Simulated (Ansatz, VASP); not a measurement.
## Ni3O4 in VASP and in Ansatz

```xyz
7
Lattice="2.9242 -3.9238 0.0000 2.9242 3.9238 0.0000 0.0000 0.0000 2.8473" Properties=species:S:1:pos:R:3 pbc="T T T"
Ni    1.4621   -1.9619    1.4236
Ni    1.4621    1.9619    1.4236
Ni    0.0000    0.0000    0.0000
O     4.6079    0.0000    1.4236
O     1.2405    0.0000    1.4236
O     2.9242    2.0626   -0.0325
O     2.9242   -2.0626    0.0325
```

Change from the starting cell: mode 1 (-73.2 1/cm) frozen in, largest displacement +0.033 Å.

Alike in both runs: task single point; functional PBEsol; k mesh 8 × 8 × 14; occupations gaussian, width 0.15 eV; no spin polarisation.

|  | VASP | Ansatz |
| --- | --- | --- |
| version | VASP 6.6.1 | Ansatz 0.2.0 |
| potentials or method | VASP PAW PBE potentials, release 64 (Ni, O), cutoff 520 eV | scalar-relativistic, plane waves, PAW |
| valence electrons in the cell | 54 | 78 |

VASP gave:

| Item | Value |
| --- | --- |
| gap on the k mesh at the Fermi level (eV) | none |
| pressure (GPa) | 0.7 |
| traceless stress, the component that is largest in VASP (GPa) | -0.62 |
| rms of the force components (eV/Å) | 0.023 |

What did Ansatz give for the same quantities?

gap on the k mesh at the Fermi level (eV): none; pressure (GPa): 0.0; traceless stress, the component that is largest in VASP (GPa): -0.64; rms of the force components (eV/Å): 0.005.

VASP's potentials were made for PBE, not for PBEsol. Atom by atom the forces differ by 0.019 eV/Å (rms over components). A gap of «none» marks a metal or a gap that the smearing closes. With one functional, cell and mesh, what is left measures potentials, basis and numerics. VASP's potentials hold 54 valence electrons a cell and Ansatz's 78, so a difference there can come from the potentials and not from the codes.
